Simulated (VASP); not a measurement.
A run of VASP 6.6.1:

The input INCAR:

```
PREC = Accurate
ENCUT = 500
EDIFF = 1E-6
ISMEAR = 0
SIGMA = 0.15
LREAL = F
LASPH = T
NELM = 120
ALGO = Normal
ISIF = 2
LWAVE = F
LCHARG = T
LELF = T
LVHAR = T
NBANDS = 16
GGA_COMPAT = F
```

The input KPOINTS:

```
regular mesh
0
Gamma
  22 22 22
```

The input POSCAR:

```
InSb
1.0
   -2.9447400000      2.9447400000      1.6363770000
    2.9447400000     -2.9447400000      1.6363770000
    2.9447400000      2.9447400000     -1.6363770000
In Sb
1 1
Direct
    0.2500000000      0.7500000000      0.5000000000
    0.0000000000      0.0000000000      0.0000000000
```

Potentials or basis: VASP PAW LDA potentials, release 64 (In_d, Sb).

Run with:

```sh
$ cat potpaw_LDA.64/In_d/POTCAR potpaw_LDA.64/Sb/POTCAR > POTCAR
$ mpirun -np 1 vasp_std > vasp.out
```

Hardware: 1 thread of Intel(R) Xeon(R) 6975P-C (Granite Rapids), with other jobs on the host.

**Question.** Estimate the wall time of this run.

**Answer.** Wall time 5.2 min on 1 thread of Intel(R) Xeon(R) 6975P-C (Granite Rapids), on a shared host, peak memory 0.77 GiB. Counts: scf iterations 11, k points 834.
